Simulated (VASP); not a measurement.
Crystal: CO2.

```xyz
12
Lattice="5.3918 0.0000 0.0000 0.0000 5.3918 0.0000 0.0000 0.0000 5.3918" Properties=species:S:1:pos:R:3 pbc="T T T"
C     0.0000    0.0000    0.0000
C     2.6959    0.0000    2.6959
C     2.6959    2.6959    0.0000
C     0.0000    2.6959    2.6959
O     0.6730    0.6730    0.6730
O     2.0229    4.7188    3.3688
O     3.3688    2.0229    4.7188
O     4.7188    3.3688    2.0229
O     4.7188    4.7188    4.7188
O     3.3688    0.6730    2.0229
O     2.0229    3.3688    0.6730
O     0.6730    2.0229    3.3688
```

Base run:

* Program: VASP 6.6.1
* Functional: PBEsol
* Potentials or basis: VASP PAW PBE potentials, release 64 (C_h, O_h)
* Cutoff: 910 eV
* k mesh: 4 × 4 × 4
* Occupations: gaussian, width 0.02 eV
* Spin: no spin polarisation

Its results: band gap on the k mesh 6.85 eV, direct; pressure 1.5 GPa; largest force 0.090 eV/Å.

Question: The run is repeated on the same cell with these changes: potentials or basis from VASP PAW PBE potentials, release 64 (C_h, O_h) to VASP PAW PBE potentials, release 64 (C, O); cutoff from 910 eV to 520 eV. What comes out?

Answer: Band gap on the k mesh 6.83 eV, direct; pressure 3.6 GPa; largest force 0.707 eV/Å.

Caveats: the PAW data sets were made with another functional, which shifts forces and pressure a little; the cutoff is under 1.25 times the usual one of these potentials, so pressure, stress and relaxed cells hold a basis-set (Pulay) error (some runs).

A k mesh can miss the band edges.
